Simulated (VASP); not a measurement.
MgO:

```
CELL_PARAMETERS angstrom
3.28006 0.00000 0.00000
-1.64003 2.84062 0.00000
0.00000 0.00000 10.51191
ATOMIC_POSITIONS crystal
Mg 0.00000 0.00000 0.99794
Mg 0.33333 0.66667 0.24927
Mg 0.00000 0.00000 0.49794
Mg 0.66667 0.33333 0.74927
O 0.00000 0.00000 0.18910
O 0.33333 0.66667 0.43869
O 0.00000 0.00000 0.68910
O 0.66667 0.33333 0.93869
```

| Quantity | Value |
| --- | --- |
| Program | VASP 6.6.1 |
| Task | relaxation of cell and atoms |
| Functional | r2SCAN |
| Potentials or basis | VASP PAW PBE potentials, release 64 (Mg, O) |
| Cutoff | 600 eV |
| k mesh | 12 × 12 × 2 |
| Occupations | fermi-dirac, width 0.02 eV |
| Spin | no spin polarisation |

At the start: pressure -4.5 GPa; volume 12.24 Å³/atom.

Task: How do energy, volume and symmetry change on relaxing?

Result: Over 9 steps the energy falls by 6.5 meV/atom and the volume is 11.79 Å³/atom (-3.7 %); space group P6_3mc (No. 186, to 0.1 Å) before and after.

Step by step:
| step | energy change (eV) | largest force (eV/Å) | pressure (GPa) | volume (Å³) |
| --- | --- | --- | --- | --- |
| 1 | 0.0000 | 0.0148 | -4.48 | 97.94 |
| 2 | -0.0462 | 0.0176 | 1.67 | 93.17 |
| 3 | -0.0522 | 0.0105 | 0.02 | 94.33 |
| 4 | -0.0522 | 0.0102 | -0.08 | 94.41 |
| 5 | -0.0522 | 0.0089 | -0.08 | 94.40 |
| 6 | -0.0522 | 0.0143 | -0.08 | 94.40 |
| 7 | -0.0523 | 0.0096 | -0.08 | 94.40 |
| 8 | -0.0523 | 0.0053 | 0.00 | 94.34 |
| 9 | -0.0523 | 0.0049 | 0.01 | 94.33 |

Final structure:
```cif
data_structure
_symmetry_space_group_name_H-M 'P 1'
_symmetry_Int_Tables_number 1
_cell_length_a 3.2399
_cell_length_b 3.2399
_cell_length_c 10.3774
_cell_angle_alpha 90.000
_cell_angle_beta 90.000
_cell_angle_gamma 120.000
_cell_volume 94.33
loop_
_atom_site_label
_atom_site_type_symbol
_atom_site_fract_x
_atom_site_fract_y
_atom_site_fract_z
_atom_site_occupancy
Mg1 Mg 0.00000 0.00000 0.99791 1
Mg2 Mg 0.33333 0.66667 0.24924 1
Mg3 Mg 0.00000 0.00000 0.49791 1
Mg4 Mg 0.66667 0.33333 0.74924 1
O1 O 0.00000 0.00000 0.18907 1
O2 O 0.33333 0.66667 0.43877 1
O3 O 0.00000 0.00000 0.68907 1
O4 O 0.66667 0.33333 0.93877 1
```

Caveat: the PAW data sets were made with another functional, which shifts forces and pressure a little.
